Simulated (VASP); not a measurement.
Set up this calculation in VASP 6.6.1, as the native input.

- Task: single point
- Functional: PBEsol
- Potentials or basis: VASP PAW PBE potentials, release 64 (Mg, O)
- Cutoff: 520 eV
- k mesh: 16 × 16 × 16
- Occupations: fermi-dirac, width 0.05 eV
- Spin: no spin polarisation
- Dipole correction: no
- Further INCAR settings: ALGO = Normal; EDIFF = 1e-06; NBANDS = 11

The structure of MgO (zincblende type) lies in POSCAR:

```
MgO
1.0
    0.0000000000      2.2406844766      2.2406844766
    2.2406844766      0.0000000000      2.2406844766
    2.2406844766      2.2406844766      0.0000000000
Mg O
1 1
Direct
    0.0000000000      0.0000000000      0.0000000000
    0.2500000000      0.2500000000      0.2500000000
```

One way to write it, as run:

INCAR

```
ALGO = Normal ; EDIFF = 1E-6
ENCUT = 520 ; GGA = PS
ISIF = 2 ; ISMEAR = -1
LASPH = T ; LCHARG = F
LREAL = F ; LWAVE = F
NBANDS = 11 ; NELM = 60
PREC = Accurate ; SIGMA = 0.05
```

KPOINTS

```
k-points
0
Gamma
  16 16 16
```

Potentials or basis: VASP PAW PBE potentials, release 64 (Mg, O).

Launch:

```bash
$ cat potpaw_PBE.64/Mg/POTCAR potpaw_PBE.64/O/POTCAR > POTCAR
$ mpirun -np 1 vasp_std > vasp.out
```

It gave:

```yaml
Pressure: 8.3 GPa
Band_gap_on_the_k_mesh: 3.84 eV
```

Caveat: the cell stands under pressure; the PAW data sets were made with another functional, which shifts forces and pressure a little.

It took 39 s on 1 thread of Intel Xeon 8259CL, on a shared host, peak memory 0.17 GiB.
